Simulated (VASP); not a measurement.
# SiC (P6_3mc) in VASP: single point with PBE

Aim: the single point of SiC with PBE.

Everything below comes from runs of VASP 6.6.1. Logs are shortened: lines on timing, memory, paths and dates and some standing lists are left out, and cuts for length are marked.

### Step 1. The cell of the first run

The structure is hexagonal, space group P6_3mc (No. 186). Conventional cell: a = 3.095 Å, b = 3.095 Å, c = 15.187 Å, α = 90.00°, β = 90.00°, γ = 120.00°. Within 2.5 Å of Si (site symmetry 3m) lie 4 C at 1.89 to 1.90 Å. Si (site symmetry 3m) has 4 C at 1.89 to 1.90 Å within 2.5 Å. Within 2.5 Å of Si (site symmetry 3m) lie 4 C at 1.90 Å. Within 2.5 Å of C (site symmetry 3m) lie 4 Si at 1.89 to 1.90 Å. C (site symmetry 3m) has 4 Si at 1.89 to 1.90 Å within 2.5 Å. C (site symmetry 3m) has 4 Si at 1.90 Å within 2.5 Å.

### Step 2. Single point, PBE

Contents of INCAR:

```
ALGO = Normal
EDIFF = 1E-6
ENCUT = 520
GGA = PE
ISIF = 2
ISMEAR = 0
LASPH = T
LCHARG = F
LREAL = F
LWAVE = F
NBANDS = 36
NELM = 60
PREC = Accurate
SIGMA = 0.02
```

Contents of KPOINTS:

```
k-points
0
Gamma
  12 12 2
```

Contents of POSCAR:

```
SiC
1.0
    3.0950015870      0.0000000029      0.0000000000
   -1.5475007960      2.6803499977      0.0000000000
    0.0000000000      0.0000000000     15.1865709630
Si C
6 6
Direct
    0.3333333333      0.6666666667      0.8329927010
    0.6666666667      0.3333333333      0.3329927010
    0.6666666667      0.3333333333      0.6665012399
    0.3333333333      0.6666666667      0.1665012399
    0.0000000000      0.0000000000      0.4997230254
    0.0000000000      0.0000000000      0.9997230254
    0.0000000000      0.0000000000      0.8743713553
    0.0000000000      0.0000000000      0.3743713553
    0.3333333333      0.6666666667      0.7079991939
    0.6666666667      0.3333333333      0.2079991939
    0.6666666667      0.3333333333      0.5415134844
    0.3333333333      0.6666666667      0.0415134844
```

Potentials or basis: VASP PAW PBE potentials, release 64 (Si, C).

Launch:

```bash
$ cat potpaw_PBE.64/Si/POTCAR potpaw_PBE.64/C/POTCAR > POTCAR
$ mpirun -np 1 vasp_std > vasp.out
```

OUTCAR:

```text
EDIFF = 1E-6
   ENCUT = 520
   GGA = PE
   ISIF = 2
   ISMEAR = 0
   LASPH = T
   LREAL = F
   NELM = 60
   PREC = Accurate

 ion  position               nearest neighbor table
   1  0.333  0.667  0.833-   7 1.89   7 1.89   7 1.89   9 1.90   3 3.10   3 3.10   3 3.10   6 3.10
                             6 3.10   6 3.10
   2  0.667  0.333  0.333-   8 1.89   8 1.89   8 1.89  10 1.90   4 3.10   4 3.10   4 3.10   5 3.10
                             5 3.10   5 3.10
   3  0.667  0.333  0.667-   9 1.89   9 1.89   9 1.89  11 1.90   1 3.10   1 3.10   1 3.10   5 3.10
                             5 3.10   5 3.10
   4  0.333  0.667  0.167-  10 1.89  10 1.89  10 1.89  12 1.90   2 3.10   2 3.10   2 3.10   6 3.10
                             6 3.10   6 3.10
   5  0.000  0.000  0.500-  11 1.90  11 1.90  11 1.90   8 1.90   2 3.10   2 3.10   2 3.10   3 3.10
                             3 3.10   3 3.10
   6  0.000  0.000  1.000-  12 1.90  12 1.90  12 1.90   7 1.90   1 3.10   1 3.10   1 3.10   4 3.10
                             4 3.10   4 3.10
   7  0.000  0.000  0.874-   1 1.89   1 1.89   1 1.89   6 1.90
   8  0.000  0.000  0.374-   2 1.89   2 1.89   2 1.89   5 1.90
   9  0.333  0.667  0.708-   3 1.89   3 1.89   3 1.89   1 1.90
  10  0.667  0.333  0.208-   4 1.89   4 1.89   4 1.89   2 1.90
  11  0.667  0.333  0.542-   5 1.90   5 1.90   5 1.90   3 1.90
  12  0.333  0.667  0.042-   6 1.90   6 1.90   6 1.90   4 1.90

  LATTYP: Found a hexagonal cell.
 ALAT       =     3.0950015870
 C/A-ratio  =     4.9068055496

  Lattice vectors:

 A1 = (   3.0950015870,   0.0000000029,   0.0000000000)
 A2 = (  -1.5475007960,   2.6803499977,   0.0000000000)
 A3 = (   0.0000000000,   0.0000000000,  15.1865709630)

Analysis of symmetry for initial positions (statically):
=====================================================================
 Subroutine PRICEL returns:
 Original cell was already a primitive cell.

 Routine SETGRP: Setting up the symmetry group for a
 hexagonal supercell.

 Subroutine GETGRP returns: Found 12 space group operations
 (whereof  6 operations were pure point group operations)
 out of a pool of 24 trial point group operations.

The static configuration has the point symmetry C_3v.
 The point group associated with its full space group is C_6v.

Analysis of symmetry for dynamics (positions and initial velocities):
=====================================================================
 Subroutine PRICEL returns:
 Original cell was already a primitive cell.

 Routine SETGRP: Setting up the symmetry group for a
 hexagonal supercell.

 Subroutine GETGRP returns: Found 12 space group operations
 (whereof  6 operations were pure point group operations)
[... 139 lines left out ...]
   EFERMI_NEDOS =   21; number of points for ismear=-14 and -15
   IALGO  =     38    algorithm
   IMIX   =      4    mixing-type and parameters
     AMIX     =   0.40;   BMIX     =  1.00
     AMIX_MAG =   1.60;   BMIX_MAG =  1.00
  volume/ion in A,a.u.               =      10.50        70.85
  Fermi-wavevector in a.u.,A,eV,Ry     =   1.186819  2.242763 19.164346  1.408540
  Thomas-Fermi vector in A             =   2.322984
   LORBIT       =      0    0 simple, 1 ext, 2 COOP (PROOUT), +10 PAW based schemes
   GGA     = PE    functional components
   LHFCALC =     F    Hartree Fock is set to
   AEXX    =    0.0000 exact exchange contribution
   IVDW    =     0    specifies the selected vdW correction
   LEPSILON=     F    determine dielectric tensor
   LRPA    =     F    only Hartree local field effects (RPA)
 non-spin polarized calculation
 Gauss-broadening in eV      SIGMA  =   0.02
  energy-cutoff  :      520.00
  volume of cell :      125.98
 maximum number of plane-waves:      3444
 NGX is ok and might be reduce to    24
   NGX = 11   NGY = 11   NGZ = 57

 number of electron      48.0000002 magnetization

 Free energy of the ion-electron system (eV)
  ---------------------------------------------------
  ext. energy  EPLUGINS =         0.00000000
  ---------------------------------------------------
  free energy    TOTEN  =       -90.37376100 eV

  energy without entropy =      -90.37376100  energy(sigma->0) =      -90.37376100

 E-fermi :   8.1445     XC(G=0): -11.2906

 val. band max:        7.9886843436   @ k =   0.0000   0.0000   0.0000
 cond. band min:      10.0179266614   @ k =   0.5000  -0.0000   0.0000
 fundamental gap:      2.0292423179
 Fermi energy:         8.1445406672

 k-point     1 :       0.0000    0.0000    0.0000
  band No.  band energies     occupation
      1      -7.3523      2.00000
      2      -6.8369      2.00000
      3      -6.8019      2.00000
      4      -5.3269      2.00000
      5      -5.2985      2.00000
      6      -3.8404      2.00000
[... 925 lines left out ...]
     35      15.8187      0.00000
     36      15.8189      0.00000

 [... further k-points ...]

------------------------ aborting loop because EDIFF is reached ----------------------------------------

  FORCE on cell =-STRESS in cart. coord.  units (eV):
  Direction    XX          YY          ZZ          XY          YZ          ZX
  --------------------------------------------------------------------------------------
  -------------------------------------------------------------------------------------
  Total       -0.0401360     -0.0401360     -0.0364875     -0.0000000      0.0000000      0.0000000
  in kB       -0.5104254     -0.5104254     -0.4640261     -0.0000000      0.0000000      0.0000000
  external PRESSURE =      -0.4949589 kB  Pullay stress =       0.0000000 kB

 VOLUME and BASIS-vectors are now :
 -----------------------------------------------------------------------------
  energy-cutoff  :      520.00
  volume of cell :      125.98
      direct lattice vectors                 reciprocal lattice vectors
     3.095001587  0.000000003  0.000000000     0.323101611  0.186542803  0.000000000
    -1.547500796  2.680349998  0.000000000    -0.000000000  0.373085605  0.000000000
     0.000000000  0.000000000 15.186570963     0.000000000  0.000000000  0.065847649

 POSITION                                       TOTAL-FORCE (eV/Angst)
 -----------------------------------------------------------------------------------
     -0.00000      1.78690     12.65030        -0.000000     -0.000000     -0.000871
      1.54750      0.89345      5.05702         0.000000      0.000000     -0.000871
      1.54750      0.89345     10.12187        -0.000000      0.000000     -0.000474
     -0.00000      1.78690      2.52858         0.000000     -0.000000     -0.000474
      0.00000      0.00000      7.58908         0.000000     -0.000000      0.001459
      0.00000      0.00000     15.18236        -0.000000      0.000000      0.001459
      0.00000      0.00000     13.27870         0.000000      0.000000     -0.000245
      0.00000      0.00000      5.68542         0.000000      0.000000     -0.000245
     -0.00000      1.78690     10.75208        -0.000000      0.000000     -0.000112
      1.54750      0.89345      3.15879         0.000000     -0.000000     -0.000112
      1.54750      0.89345      8.22373         0.000000     -0.000000      0.000243
     -0.00000      1.78690      0.63045         0.000000      0.000000      0.000243
 -----------------------------------------------------------------------------------
    total drift:                                0.000000      0.000000     -0.000675

  FREE ENERGIE OF THE ION-ELECTRON SYSTEM (eV)
  ---------------------------------------------------
  free  energy   TOTEN  =       -90.3737609992 eV

  energy  without entropy=      -90.3737609992  energy(sigma->0) =      -90.37376100
```

OSZICAR:

```text
N       E                     dE             d eps       ncg     rms          rms(c)
DAV:   1     0.124376042574E+03    0.12438E+03   -0.21653E+04  2736   0.119E+03
DAV:   2    -0.891878462680E+02   -0.21356E+03   -0.20018E+03  3584   0.210E+02
DAV:   3    -0.101073720891E+03   -0.11886E+02   -0.11803E+02  3608   0.469E+01
DAV:   4    -0.101253735669E+03   -0.18001E+00   -0.17962E+00  3472   0.662E+00
DAV:   5    -0.101257631182E+03   -0.38955E-02   -0.38920E-02  3520   0.928E-01    0.212E+01
DAV:   6    -0.906430514900E+02    0.10615E+02   -0.31664E+01  3384   0.207E+01    0.945E+00
DAV:   7    -0.904213642999E+02    0.22169E+00   -0.30854E+00  3608   0.667E+00    0.409E+00
DAV:   8    -0.903773240294E+02    0.44040E-01   -0.18845E-01  3288   0.175E+00    0.128E+00
DAV:   9    -0.903729037529E+02    0.44203E-02   -0.28083E-02  3396   0.775E-01    0.184E-01
DAV:  10    -0.903736082885E+02   -0.70454E-03   -0.22865E-03  3464   0.204E-01    0.956E-02
DAV:  11    -0.903737568201E+02   -0.14853E-03   -0.33125E-04  3188   0.985E-02    0.192E-02
DAV:  12    -0.903737591064E+02   -0.22863E-05   -0.12502E-05  3592   0.168E-02    0.844E-03
DAV:  13    -0.903737606203E+02   -0.15139E-05   -0.13622E-06  2308   0.569E-03    0.194E-03
DAV:  14    -0.903737609992E+02   -0.37895E-06   -0.20451E-07  1956   0.209E-03
   1 F= -.90373761E+02 E0= -.90373761E+02  d E =-.331277E-30
```

Wall time 1.8 min (1 thread of Intel Xeon Platinum 8375C at 2.90GHz (Ice Lake), shared host); peak memory 0.3 GiB.

Results:

* Free energy: -90.3738 eV
* Pressure: 0.0 GPa
* Band gap on the k mesh: 2.03 eV, indirect (least direct gap 3.12 eV)
